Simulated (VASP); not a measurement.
Wanted: the native input for a VASP 6.6.1 run.

```
Task                   : single point
Functional             : PBE
Dispersion             : D3(BJ)
Potentials or basis    : VASP PAW PBE potentials, release 64 (S, Mo_sv)
Cutoff                 : 520 eV
k mesh                 : 12 × 12 × 1
Occupations            : gaussian, width 0.05 eV
Spin                   : collinear spin
Starting moments       : [0.0, 0.0, 1.0] μB
Dipole correction      : yes
Further INCAR settings : ALGO = Normal; EDIFF = 1e-06; NBANDS = 24
```

The structure of MoS2 lies in POSCAR:

```
MoS2
1.0
    3.1841260800      0.0000000000      0.0000000000
   -1.5920630400      2.7575340800      0.0000000000
    0.0000000000      0.0000000000     23.1026500379
S Mo
2 1
Direct
    0.3333333300      0.6666666600      0.4328507761
    0.3333333300      0.6666666600      0.5671492239
    0.0000000000      0.0000000000      0.5000000000
```

These files were run (other wordings do the same):

INCAR

```
  ALGO = Normal
  DIPOL = 0.5 0.5 0.500
  EDIFF = 1E-6
  ENCUT = 520
  GGA = PE
  IDIPOL = 3
  ISIF = 2
  ISMEAR = 0
  ISPIN = 2
  IVDW = 12
  LASPH = True
  LCHARG = False
  LDIPOL = True
  LMAXMIX = 4
  LORBIT = 11
  LREAL = False
  LWAVE = False
  MAGMOM = 0 0 1
  NBANDS = 24
  NELM = 150
  PREC = Accurate
  SIGMA = 0.05
```

KPOINTS

```
k-points
0
Gamma
  12 12 1
```

Potentials or basis: VASP PAW PBE potentials, release 64 (S, Mo_sv).

The run is started by

```sh
$ cat potpaw_PBE.64/S/POTCAR potpaw_PBE.64/Mo_sv/POTCAR > POTCAR
$ mpirun -np 1 vasp_std > vasp.out
```

Results of the run:

| Item | Value |
| --- | --- |
| Largest force | 0.103 eV/Å |
| Band gap on the k mesh | 1.60 eV (least direct gap 1.66 eV) |
| Net moment | 0.00 μB per cell |
| Valence electrons inside the program's atomic spheres | S 3.71; Mo 12.45 |
| Dispersion energy per atom | -0.314 eV |

Wall time 2.2 min on 1 thread of Intel(R) Xeon(R) 6975P-C (Granite Rapids), with other jobs on the host, peak memory 0.47 GiB.
